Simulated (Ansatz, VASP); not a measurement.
# Ta2N: VASP beside Ansatz

Contents of INCAR:

```
PREC = Accurate
ENCUT = 520
EDIFF = 1E-7
ISMEAR = 0
SIGMA = 0.15
LREAL = False
LASPH = True
NELM = 100
ALGO = Normal
ISIF = 2
LWAVE = False
LCHARG = False
GGA = PS
NBANDS = 20
```

Contents of KPOINTS:

```
regular mesh
0
Gamma
  18 18 10
```

File POSCAR:

```
Ta2N
1.0
    2.9246846176      0.0000000000      0.0000000000
   -1.4623423088      2.5328511769      0.0000000000
    0.0000000000      0.0000000000      4.5820943191
Ta N
2 1
Direct
    0.6666666667      0.3333333333      0.7462554481
    0.3333333333      0.6666666667      0.2537445519
    0.0000000000      0.0000000000      0.0000000000
```

Input for Ansatz:

```yaml
crystal:
  lattice:
    - [2.9246846176, 0.0, 0.0]
    - [-1.4623423088, 2.5328511769, 0.0]
    - [0.0, 0.0, 4.5820943191]
  atoms:
    - { symbol: Ta, position: [0.6666666667, 0.3333333333, 0.7462554481] }
    - { symbol: Ta, position: [0.3333333333, 0.6666666667, 0.2537445519] }
    - { symbol: "N", position: [0.0, 0.0, 0.0] }
basis:
  ecutwfc: 420
kpoints:
  mp_grid: { grid: [18, 18, 10] }
hamiltonian:
  xc: pbesol
scf:
  occupations: { method: gaussian, width: 0.15 }
output:
  forces: true
  stress: true
  eigenvalues: true
```

Change from the starting cell: strain -0.050 along x and y, -0.050 along z, atoms carried along.

Alike in both runs: task single point; functional PBEsol; k mesh 18 × 18 × 10; occupations gaussian, width 0.15 eV; no spin polarisation.

|  | VASP | Ansatz |
| --- | --- | --- |
| version | VASP 6.6.1 | Ansatz 0.2.0 |
| potentials or method | VASP PAW PBE potentials, release 64 (Ta_pv, N), cutoff 520 eV | scalar-relativistic, plane waves, PAW |
| valence electrons in the cell | 27 | 31 |

|  | VASP | Ansatz | Ansatz less VASP |
| --- | --- | --- | --- |
| gap on the k mesh at the Fermi level (eV) | none | none | - |
| pressure (GPa) | 66.1 | 64.6 | -1.48 |
| traceless stress, the component that is largest in VASP (GPa) | 0.07 | 0.13 | +0.060 |
| rms of the force components (eV/Å) | 0.673 | 0.624 | -0.0490 |

VASP's potentials were made for PBE, not for PBEsol. Atom by atom the forces differ by 0.049 eV/Å (rms over components). A gap of «none» marks a metal or a gap that the smearing closes. Both programs put the cell under a high pressure, so it lies far from rest at this level. VASP's potentials hold 27 valence electrons a cell and Ansatz's 31, so a difference there can come from the potentials and not from the codes.

Neither program's run includes spin-orbit coupling. Noted on VASP's run: the cell as given lies far from equilibrium.
